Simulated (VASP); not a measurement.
CdS: single point with PBEsol

CdS:

```
CELL_PARAMETERS angstrom
0.00000 2.92678 2.92678
2.92678 0.00000 2.92678
2.92678 2.92678 0.00000
ATOMIC_POSITIONS crystal
Cd 0.00000 0.00000 0.00000
S 0.25000 0.25000 0.25000
```

* Program: VASP 6.6.1
* Task: single point
* Functional: PBEsol
* Potentials or basis: VASP PAW PBE potentials, release 64 (Cd, S)
* Cutoff: 500 eV
* k mesh: 7 × 7 × 7
* Occupations: gaussian, width 0.01 eV
* Spin: no spin polarisation
* Dipole correction: no
* Further INCAR settings: ALGO = Normal; EDIFF = 1e-06; NBANDS = 16

The pressure is -0.5 GPa. The band gap on the k mesh is 0.99 eV.

Levels at points of the mesh, in eV from the valence-band top:
| k point | band 5 | band 6 | band 7 | band 8 | band 9 | band 10 | band 11 | band 12 | band 13 | band 14 |
| --- | --- | --- | --- | --- | --- | --- | --- | --- | --- | --- |
| (0.00, 0.00, 0.00) | -7.22 | -7.22 | 0.00 | 0.00 | 0.00 | 0.99 | 6.45 | 6.45 | 6.45 | 11.15 |

Wall time 16 s on 1 thread of Intel(R) Xeon(R) Platinum 8259CL CPU @ 2.50GHz (Skylake/Cascade Lake), with other jobs on the host, peak memory 0.17 GiB.

Caveat: the PAW data sets were made with another functional, which shifts forces and pressure a little. As with any semilocal functional, this PBEsol gap is likely too small.
